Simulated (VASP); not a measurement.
Here is a VASP 6.6.1 calculation.

File INCAR:

```
ALGO = Normal
EDIFF = 1E-6
ENCUT = 500
GGA = CA
GGA_COMPAT = False
ISIF = 2
ISMEAR = -1
LASPH = True
LCHARG = False
LREAL = False
LWAVE = False
NBANDS = 8
NELM = 120
PREC = Accurate
SIGMA = 0.1
```

The input KPOINTS:

```
k-points
0
Gamma
  9 9 9
```

File POSCAR:

```
Al
1.0
    0.0000000000      2.0194650000      2.0194650000
    2.0194650000      0.0000000000      2.0194650000
    2.0194650000      2.0194650000      0.0000000000
Al
1
Direct
    0.0000000000      0.0000000000      0.0000000000
```

Potentials or basis: VASP PAW LDA potentials, release 64 (Al).

Command:

```bash
$ cat potpaw_LDA.64/Al/POTCAR > POTCAR
$ mpirun -np 1 vasp_std > vasp.out
```

**Question.** Predict the pressure.

**Answer.** -2.9 GPa.
